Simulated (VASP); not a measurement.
# Si2Mo (P6_2) in VASP: further runs, part 2 of 2

VASP 6.6.1. Earlier steps stand in the parts before.

### 3 Single point, PBEsol (all Si atoms moved +0.375 Å, as atom 1 along Cartesian [0 0 1])

The input, INCAR:

```
PREC     = Accurate       # precision mode
ENCUT    = 520            # plane-wave cutoff, eV
EDIFF    = 1E-7           # SCF threshold, eV
ISMEAR   = 0              # smearing method
SIGMA    = 0.15           # smearing width, eV
LREAL    = F              # projectors in reciprocal space
LASPH    = T              # aspherical terms in the spheres
NELM     = 60             # most SCF steps
ALGO     = Normal         # electronic algorithm
ISIF     = 2              # what is computed and relaxed
LWAVE    = F              # write WAVECAR
LCHARG   = T              # write CHGCAR
GGA      = PS             # functional
LELF     = T              # ELF
LVHAR    = T            
NBANDS   = 43             # bands
```

The input, KPOINTS:

```
regular mesh
0
Gamma
  12 12 6
```

The input, POSCAR:

```
Si2Mo
1.0
    4.5744403909      0.0000000000      0.0000000000
   -2.2872201955      3.9615815866      0.0000000000
    0.0000000000      0.0000000000      6.5665572496
Si Mo
6 3
Direct
    0.1641680652      0.8358319348      0.8904408839
    0.3283361304      0.1641680652      0.2237742172
    0.8358319348      0.6716638696      0.5571075505
    0.8358319348      0.1641680652      0.8904408839
    0.6716638696      0.8358319348      0.2237742172
    0.1641680652      0.3283361304      0.5571075505
    0.5000000000      0.0000000000      0.5000000000
    0.0000000000      0.5000000000      0.1666666667
    0.5000000000      0.5000000000      0.8333333333
```

Potentials or basis: VASP PAW PBE potentials, release 64 (Si, Mo_sv).

Run with:

```console
cat potpaw_PBE.64/Si/POTCAR potpaw_PBE.64/Mo_sv/POTCAR > POTCAR
mpirun -np 1 vasp_std > vasp.out
```

OUTCAR:

```text
PREC = Accurate
   ENCUT = 520
   EDIFF = 1E-7
   ISMEAR = 0
   LREAL = F
   LASPH = T
   NELM = 60
   ISIF = 2
   GGA = PS

 ion  position               nearest neighbor table
   1  0.164  0.836  0.890-   8 2.25   2 2.55   3 2.55   4 2.60   9 2.66   9 2.66   4 2.66   4 2.66
                             9 2.69   7 2.89   5 3.14   6 3.14
   2  0.328  0.164  0.224-   7 2.25   1 2.55   6 2.55   5 2.60   8 2.66   8 2.66   5 2.66   5 2.66
                             8 2.69   9 2.89   3 3.14   4 3.14
   3  0.836  0.672  0.557-   9 2.25   5 2.55   1 2.55   6 2.60   7 2.66   7 2.66   6 2.66   6 2.66
                             7 2.69   8 2.89   2 3.14   4 3.14
   4  0.836  0.164  0.890-   8 2.25   5 2.55   6 2.55   1 2.60   9 2.66   9 2.66   1 2.66   1 2.66
                             9 2.69   7 2.89   2 3.14   3 3.14
   5  0.672  0.836  0.224-   7 2.25   4 2.55   3 2.55   2 2.60   8 2.66   8 2.66   2 2.66   2 2.66
                             8 2.69   9 2.89   6 3.14   1 3.14
   6  0.164  0.328  0.557-   9 2.25   2 2.55   4 2.55   3 2.60   7 2.66   7 2.66   3 2.66   3 2.66
                             7 2.69   8 2.89   5 3.14   1 3.14
   7  0.500  0.000  0.500-   2 2.25   5 2.25   6 2.66   3 2.66   6 2.66   3 2.66   6 2.69   3 2.69
                             1 2.89   4 2.89   8 3.17   8 3.17   9 3.17   9 3.17
   8  0.000  0.500  0.167-   1 2.25   4 2.25   2 2.66   5 2.66   5 2.66   2 2.66   5 2.69   2 2.69
                             3 2.89   6 2.89   7 3.17   7 3.17   9 3.17   9 3.17
   9  0.500  0.500  0.833-   3 2.25   6 2.25   1 2.66   4 2.66   1 2.66   4 2.66   4 2.69   1 2.69
                             5 2.89   2 2.89   7 3.17   7 3.17   8 3.17   8 3.17

  LATTYP: Found a hexagonal cell.
 ALAT       =     4.5744403909
 C/A-ratio  =     1.4354886475

  Lattice vectors:

 A1 = (   4.5744403909,   0.0000000000,   0.0000000000)
 A2 = (  -2.2872201955,   3.9615815866,   0.0000000000)
 A3 = (   0.0000000000,   0.0000000000,   6.5665572496)

Analysis of symmetry for initial positions (statically):
=====================================================================
 Subroutine PRICEL returns:
 Original cell was already a primitive cell.

 Routine SETGRP: Setting up the symmetry group for a
 hexagonal supercell.

 Subroutine GETGRP returns: Found  6 space group operations
 (whereof  2 operations were pure point group operations)
 out of a pool of 24 trial point group operations.
[... 165 lines left out ...]
  volume of cell :      119.00
 maximum number of plane-waves:      3236
 NGX is ok and might be reduce to    36
   NGX = 17   NGY = 17   NGZ = 25

 number of electron      65.9999995 magnetization

 Free energy of the ion-electron system (eV)
  ---------------------------------------------------
  ext. energy  EPLUGINS =         0.00000000
  ---------------------------------------------------
  free energy    TOTEN  =       -72.05125909 eV

  energy without entropy =      -72.05043876  energy(sigma->0) =      -72.05084893

 E-fermi :  12.9124     XC(G=0): -12.5412

 val. band max:       12.7976195585   @ k =   0.5000   0.0000   0.5000
 cond. band min:      13.0251042538   @ k =   0.5000   0.0000   0.0000
 fundamental gap:      0.2274846953
 Fermi energy:        12.9123550377

 k-point     1 :       0.0000    0.0000    0.0000
  band No.  band energies     occupation
      1     -48.0650      2.00000
      2     -48.0326      2.00000
      3     -48.0326      2.00000
      4     -22.4265      2.00000
      5     -22.4265      2.00000
      6     -22.3840      2.00000
[... 1093 lines left out ...]
     42      16.3425      0.00000
     43      16.7992      0.00000

 [... further k-points ...]

------------------------ aborting loop because EDIFF is reached ----------------------------------------

  FORCE on cell =-STRESS in cart. coord.  units (eV):
  Direction    XX          YY          ZZ          XY          YZ          ZX
  --------------------------------------------------------------------------------------
  -------------------------------------------------------------------------------------
  Total        3.7612990      3.7612990     20.1852413      0.0000001     -0.0000000      0.0000000
  in kB       50.6412162     50.6412162    271.7691880      0.0000019     -0.0000000      0.0000000
  external PRESSURE =     124.3505401 kB  Pullay stress =       0.0000000 kB

 VOLUME and BASIS-vectors are now :
 -----------------------------------------------------------------------------
  energy-cutoff  :      520.00
  volume of cell :      119.00
      direct lattice vectors                 reciprocal lattice vectors
     4.574440391  0.000000000  0.000000000     0.218605975  0.126212218  0.000000000
    -2.287220196  3.961581587  0.000000000     0.000000000  0.252424437  0.000000000
     0.000000000  0.000000000  6.566557250     0.000000000  0.000000000  0.152286801

 POSITION                                       TOTAL-FORCE (eV/Angst)
 -----------------------------------------------------------------------------------
     -1.16075      3.31122      5.84713         0.278683      1.630618     -2.926349
      1.12647      0.65037      1.46943        -1.272815      1.056655     -2.926349
      2.28722      2.66085      3.65828         1.551498      0.573962     -2.926349
      3.44797      0.65037      5.84713        -0.278683     -1.630618     -2.926349
      1.16075      3.31122      1.46943         1.272815     -1.056655     -2.926349
     -0.00000      1.30073      3.65828        -1.551498     -0.573962     -2.926349
      2.28722      0.00000      3.28328         0.000000      0.000000      5.852697
     -1.14361      1.98079      1.09443        -0.000000      0.000000      5.852697
      1.14361      1.98079      5.47213         0.000000      0.000000      5.852697
 -----------------------------------------------------------------------------------
    total drift:                                0.000000      0.000000      0.000405

  FREE ENERGIE OF THE ION-ELECTRON SYSTEM (eV)
  ---------------------------------------------------
  free  energy   TOTEN  =       -72.0512590863 eV

  energy  without entropy=      -72.0504387644  energy(sigma->0) =      -72.05084893
```

stdout:

```text
POSCAR found type information on POSCAR SiMo
 POSCAR found :  2 types and       9 ions
 scaLAPACK will be used
 -----------------------------------------------------------------------------
|                                                                             |
|                                                                             |
|     You enforced a specific xc type in the INCAR file but a different       |
|     I HOPE YOU KNOW WHAT YOU ARE DOING!                                     |
|                                                                             |
 -----------------------------------------------------------------------------

 LDA part: xc-table for (Slater+PW92), standard interpolation
 POSCAR, INCAR and KPOINTS ok, starting setup
 FFT: planning ... GRIDC
 FFT: planning ... GRID_SOFT
 FFT: planning ... GRID
 WAVECAR not read
 entering main loop
```

It took 8 min on 1 thread of Intel Xeon Platinum 8259CL at 2.50GHz (Skylake/Cascade Lake), shared host; peak memory 0.52 GiB.

Results:

```yaml
Free_energy: -72.0513 eV
Pressure: 12.4 GPa
Largest_force: 5.853 eV/Å
Band_gap_on_the_k_mesh: 0.23 eV (least direct gap 0.55 eV)
```

Forces in eV/Å, atoms in the order of the input:
```
Si   0.279  1.631 -2.926
Si  -1.273  1.057 -2.926
Si   1.551  0.574 -2.926
Si  -0.279 -1.631 -2.926
Si   1.273 -1.057 -2.926
Si  -1.551 -0.574 -2.926
Mo   0.000  0.000  5.853
Mo   0.000  0.000  5.853
Mo   0.000  0.000  5.853
```

Caveat: the cell differs from its parent crystal (all Si atoms moved +0.375 Å, as atom 1 along Cartesian [0 0 1]); the stress differs along the axes, from 5 to 27 GPa; the PAW data sets were made with another functional, which shifts forces and pressure a little.
